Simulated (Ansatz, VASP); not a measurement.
## Al in VASP and in Ansatz

INCAR

```
  PREC = Accurate
  ENCUT = 520
  EDIFF = 1E-6
  ISMEAR = 0
  SIGMA = 0.1
  LREAL = F
  LASPH = T
  NELM = 100
  ALGO = Fast
  ISIF = 2
  LWAVE = F
  LCHARG = F
  GGA = PE
  NBANDS = 30
```

The input KPOINTS:

```
regular mesh
0
Gamma
  3 3 4
```

The input POSCAR:

```
Al
1.0
    6.6731696200      0.0000000000      0.0000000000
   -3.3365848100      5.7791344100      0.0000000000
    0.0000000000      0.0000000000      6.0447657900
Al
12
Direct
    0.3667297700      0.2968874200      0.6494079900
    0.7031125800      0.0698423500      0.3160746600
    0.9301576500      0.6332702300      0.9827413300
    0.6332702300      0.7031125800      0.1494079900
    0.2968874200      0.9301576500      0.8160746600
    0.0698423500      0.3667297700      0.4827413300
    0.0698423500      0.7031125800      0.3505920100
    0.2968874200      0.3667297700      0.0172586700
    0.6332702300      0.9301576500      0.6839253400
    0.9301576500      0.2968874200      0.8505920100
    0.7031125800      0.6332702300      0.5172586700
    0.3667297700      0.0698423500      0.1839253400
```

Input for Ansatz:

```yaml
crystal:
  lattice:
    - [6.67316962, 0.0, 0.0]
    - [-3.33658481, 5.77913441, 0.0]
    - [0.0, 0.0, 6.04476579]
  atoms:
    - { symbol: Al, position: [0.36672977, 0.29688742, 0.64940799] }
    - { symbol: Al, position: [0.70311258, 0.06984235, 0.31607466] }
    - { symbol: Al, position: [0.93015765, 0.63327023, 0.98274133] }
    - { symbol: Al, position: [0.63327023, 0.70311258, 0.14940799] }
    - { symbol: Al, position: [0.29688742, 0.93015765, 0.81607466] }
    - { symbol: Al, position: [0.06984235, 0.36672977, 0.48274133] }
    - { symbol: Al, position: [0.06984235, 0.70311258, 0.35059201] }
    - { symbol: Al, position: [0.29688742, 0.36672977, 0.01725867] }
    - { symbol: Al, position: [0.63327023, 0.93015765, 0.68392534] }
    - { symbol: Al, position: [0.93015765, 0.29688742, 0.85059201] }
    - { symbol: Al, position: [0.70311258, 0.63327023, 0.51725867] }
    - { symbol: Al, position: [0.36672977, 0.06984235, 0.18392534] }
basis:
  ecutwfc: 420
kpoints:
  mp_grid: { grid: [3, 3, 4] }
hamiltonian:
  xc: pbe
scf:
  occupations: { method: gaussian, width: 0.1 }
  lower_state_search: "off"
output:
  forces: true
  stress: true
  eigenvalues: true
```

Alike in both runs: task single point; functional PBE; k mesh 3 × 3 × 4; occupations gaussian, width 0.1 eV; no spin polarisation.

```csv
,VASP,Ansatz
version,VASP 6.6.1,Ansatz 0.2.0
potentials or method,"VASP PAW PBE potentials, release 64 (Al), cutoff 520 eV","scalar-relativistic, plane waves, PAW"
valence electrons in the cell,36,36
```

```tsv
	VASP	Ansatz	Ansatz less VASP
gap on the k mesh at the Fermi level (eV)	none	none	-
pressure (GPa)	16.5	16.5	+0.01
traceless stress, the component that is largest in VASP (GPa)	6.08	6.07	-0.004
rms of the force components (eV/Å)	1.101	1.101	-0.0002
```

Atom by atom the forces differ by 0.001 eV/Å (rms over components). A gap of «none» marks a metal or a gap that the smearing closes. With one functional, cell and mesh, what is left measures potentials, basis and numerics.

The k mesh is coarse, so the values compare programs but aren't converged.
